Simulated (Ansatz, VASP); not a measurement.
## One calculation of AlN, two programs

File POSCAR:

```
AlN
1.0
    0.0204203398      2.1839935596      2.1839935596
    2.2044138994      0.0000000000      2.2044138994
    2.1839935596      2.1839935596      0.0204203398
Al N
1 1
Direct
    0.0000000000      0.0000000000      0.0000000000
    0.7500000000      0.7500000000      0.7500000000
```

File INCAR.step1:

```
PREC = Accurate ; ENCUT = 520
ISMEAR = 0 ; SIGMA = 0.05
LREAL = False ; LASPH = True
NELM = 60 ; NBANDS = 11
GGA = PE ; ALGO = Normal
EDIFF = 1E-4 ; LWAVE = True
LCHARG = False
```

Contents of INCAR.step2:

```
PREC = Accurate ; ENCUT = 520
EDIFF = 1E-6 ; ISMEAR = 0
SIGMA = 0.05 ; LREAL = False
LASPH = True ; NELM = 60
ALGO = Normal ; ISIF = 2
LWAVE = False ; LCHARG = False
METAGGA = R2SCAN ; LMIXTAU = True
NBANDS = 11 ; ISTART = 1
```

KPOINTS

```
Automatic mesh
0
Gamma
  10 10 10
```

Input for Ansatz:

```yaml
crystal:
  lattice:
    - [0.0204203398, 2.1839935596, 2.1839935596]
    - [2.2044138994, 0.0, 2.2044138994]
    - [2.1839935596, 2.1839935596, 0.0204203398]
  atoms:
    - { symbol: Al, position: [0.0, 0.0, 0.0] }
    - { symbol: "N", position: [0.75, 0.75, 0.75] }
basis:
  ecutwfc: 500
kpoints:
  mp_grid: { grid: [10, 10, 10] }
hamiltonian:
  xc: r2scan
scf:
  occupations: { method: gaussian, width: 0.05 }
output:
  forces: true
  stress: true
  eigenvalues: true
  write_density: true
  write_potential: true
  elf: true
  volumetric_format: npy
```

Change from the starting cell: strain +0.0187 x Voigt [0, 0, 0, 0, 1, 0], atoms carried along.

Alike in both runs: task single point; functional r2SCAN; k mesh 10 × 10 × 10; occupations gaussian, width 0.05 eV; no spin polarisation.

|  | VASP | Ansatz |
| --- | --- | --- |
| version | VASP 6.6.1 | Ansatz 0.2.0 |
| potentials or method | VASP PAW PBE potentials, release 64 (Al, N), cutoff 520 eV | scalar-relativistic, plane waves, PAW |
| valence electrons in the cell | 8 | 8 |

|  | VASP | Ansatz | Ansatz less VASP |
| --- | --- | --- | --- |
| gap on the k mesh at the Fermi level (eV) | 3.87 | 3.88 | +0.008 |
| least direct gap on the mesh (eV) | 4.83 | 4.79 | -0.038 |
| pressure (GPa) | 0.0 | 0.4 | +0.39 |
| traceless stress, the component that is largest in VASP (GPa) | -4.45 | -4.40 | +0.050 |
| rms of the force components (eV/Å) | 0.095 | 0.094 | -0.0016 |

VASP's potentials were made for PBE, not for r2SCAN. Atom by atom the forces differ by 0.002 eV/Å (rms over components). The functional is the same, so the differences come from potentials, cutoffs and numerics.
